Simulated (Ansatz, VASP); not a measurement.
CuI in VASP and in Ansatz

```
Cu I
1.0
     0.00000    2.93098    2.93098
     2.93098    0.00000    2.93098
     2.93098    2.93098    0.00000
Cu I
1 1
Direct
  0.75000 0.75000 0.75000
  0.00000 0.00000 0.00000
```

Alike in both runs: functional LDA; k mesh 14 × 14 × 14; occupations fermi-dirac, width 0.1 eV; no spin polarisation.

Ansatz relaxed the structure, and its values are those at the end. VASP's run is a single point on that final structure, the one shown.

|  | VASP | Ansatz |
| --- | --- | --- |
| version | VASP 6.6.1 | Ansatz 0.2.0 |
| potentials or method | VASP PAW LDA potentials, release 64 (Cu, I) | PAW with Ansatz's default frozen-core files, scalar-relativistic |
| plane-wave cutoff (eV) | 600 | 420 |
| valence electrons in the cell | 18 | 36 |

|  | VASP | Ansatz | Ansatz less VASP |
| --- | --- | --- | --- |
| pressure (GPa) | 0.2 | 0.0 | -0.23 |

LDA's correlation is that of Perdew and Zunger in VASP and of Perdew and Wang (1992) in Ansatz. VASP's potentials hold 18 valence electrons a cell and Ansatz's 36, so a difference there can come from the potentials and not from the codes.

Neither program's run includes spin-orbit coupling.
